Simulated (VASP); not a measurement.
Input of a VASP 6.6.1 run:

File INCAR:

```
  PREC = Accurate
  ENCUT = 520
  EDIFF = 1E-6
  ISMEAR = 1
  SIGMA = 0.05
  LREAL = F
  LASPH = T
  NELM = 80
  ALGO = Normal
  ISIF = 2
  LWAVE = F
  LCHARG = F
  GGA = CA
  NBANDS = 11
```

The input KPOINTS:

```
Automatic mesh
0
Gamma
  10 10 10
```

The input POSCAR:

```
Pd
1.0
    0.0000000000      1.9190402257      1.9190402257
    1.9190402257      0.0000000000      1.9190402257
    1.9190402257      1.9190402257      0.0000000000
Pd
1
Direct
    0.0000000000      0.0000000000      0.0000000000
```

Potentials or basis: VASP PAW LDA potentials, release 64 (Pd).

Command:

```sh
$ cat potpaw_LDA.64/Pd/POTCAR > POTCAR
$ mpirun -np 1 vasp_std > vasp.out
```

(1) Estimate the band gap on the k mesh.

(2) Estimate the pressure.

Answers

(1) zero (band 5 reaches 10.68 eV, above the bottom of band 6 at 8.98 eV).

(2) 0.3 GPa.
